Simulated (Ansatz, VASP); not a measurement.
## Sr: VASP beside Ansatz

The input POSCAR:

```
Sr
1.0
   -2.3553390799      2.3553390799      2.3553390799
    2.3553390799     -2.3553390799      2.3553390799
    2.3553390799      2.3553390799     -2.3553390799
Sr
1
Direct
    0.0000000000      0.0000000000      0.0000000000
```

The input INCAR.step1:

```
SYSTEM = Sr
ALGO = Normal
EDIFF = 1E-4
ENCUT = 520
GGA = PE
ISMEAR = 0
LASPH = .TRUE.
LCHARG = .FALSE.
LREAL = .FALSE.
LWAVE = .TRUE.
NBANDS = 11
NELM = 80
PREC = Accurate
SIGMA = 0.1
```

Contents of INCAR.step2:

```
SYSTEM = Sr
ALGO = Normal
EDIFF = 1E-6
ENCUT = 520
ISIF = 2
ISMEAR = 0
ISTART = 1
LASPH = .TRUE.
LCHARG = .FALSE.
LMIXTAU = .TRUE.
LREAL = .FALSE.
LWAVE = .FALSE.
METAGGA = R2SCAN
NBANDS = 11
NELM = 80
PREC = Accurate
SIGMA = 0.1
```

KPOINTS

```
k-points
0
G
  12 12 12
  0 0 0
```

Input for Ansatz:

```yaml
crystal:
  lattice:
    - [-2.3553390799, 2.3553390799, 2.3553390799]
    - [2.3553390799, -2.3553390799, 2.3553390799]
    - [2.3553390799, 2.3553390799, -2.3553390799]
  atoms:
    - { symbol: Sr, position: [0.0, 0.0, 0.0] }
basis:
  ecutwfc: 500
kpoints:
  mp_grid: { grid: [12, 12, 12] }
hamiltonian:
  xc: r2scan
scf:
  occupations: { method: gaussian, width: 0.1 }
output:
  forces: true
  stress: true
  eigenvalues: true
```

Alike in both runs: task single point; functional r2SCAN; k mesh 12 × 12 × 12; occupations gaussian, width 0.1 eV; no spin polarisation.

```csv
,VASP,Ansatz
version,VASP 6.6.1,Ansatz 0.2.0
potentials or method,"VASP PAW PBE potentials, release 64 (Sr_sv), cutoff 520 eV","scalar-relativistic, plane waves, PAW"
valence electrons in the cell,10,10
```

Ansatz gave:

| Property | Result |
| --- | --- |
| gap on the k mesh at the Fermi level (eV) | none |
| pressure (GPa) | 0.7 |

Question: What did VASP give for the same quantities?

Answer: gap on the k mesh at the Fermi level (eV): none; pressure (GPa): 0.8.

VASP's potentials were made for PBE, not for r2SCAN. A gap of «none» marks a metal or a gap that the smearing closes.
